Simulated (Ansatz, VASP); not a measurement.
## One calculation of Cu, two programs

File INCAR:

```
SYSTEM = Cu
  PREC = Accurate
  ENCUT = 520
  EDIFF = 1E-6
  ISMEAR = 0
  SIGMA = 0.15
  LREAL = .False.
  LASPH = .True.
  NELM = 80
  ALGO = Normal
  ISIF = 2
  LWAVE = .False.
  LCHARG = .True.
  GGA = PE
  LELF = .True.
  LVHAR = .True.
  NBANDS = 12
```

KPOINTS

```
Automatic mesh
0
Gamma
  22 22 22
  0 0 0
```

The input POSCAR:

```
Cu
1.0
    0.0000000000      1.7623125000      1.8075000000
    1.7623125000      0.0000000000      1.8075000000
    1.7623125000      1.7623125000      0.0000000000
Cu
1
Direct
    0.0000000000      0.0000000000      0.0000000000
```

Input for Ansatz:

```yaml
crystal:
  lattice:
    - [0.0, 1.7623125, 1.8075]
    - [1.7623125, 0.0, 1.8075]
    - [1.7623125, 1.7623125, 0.0]
  atoms:
    - { symbol: Cu, position: [0.0, 0.0, 0.0] }
basis:
  ecutwfc: 420
kpoints:
  mp_grid: { grid: [22, 22, 22] }
hamiltonian:
  xc: pbe
scf:
  occupations: { method: gaussian, width: 0.15 }
output:
  forces: true
  stress: true
  eigenvalues: true
  write_density: true
  write_potential: true
  elf: true
  volumetric_format: npy
```

Change from the starting cell: strain -0.025 along x and y, +0.000 along z, atoms carried along.

Alike in both runs: task single point; functional PBE; k mesh 22 × 22 × 22; occupations gaussian, width 0.15 eV; no spin polarisation.

```csv
,VASP,Ansatz
version,VASP 6.6.1,Ansatz 0.2.0
potentials or method,"VASP PAW PBE potentials, release 64 (Cu), cutoff 520 eV","scalar-relativistic, plane waves, PAW"
valence electrons in the cell,11,19
```

```csv
,VASP,Ansatz,Ansatz less VASP
gap on the k mesh at the Fermi level (eV),none,none,-
pressure (GPa),11.0,10.4,-0.55
"traceless stress, the component that is largest in VASP (GPa)",-1.25,-1.24,+0.008
```

A gap of «none» marks a metal or a gap that the smearing closes. VASP's potentials hold 11 valence electrons a cell and Ansatz's 19, so a difference there can come from the potentials and not from the codes.
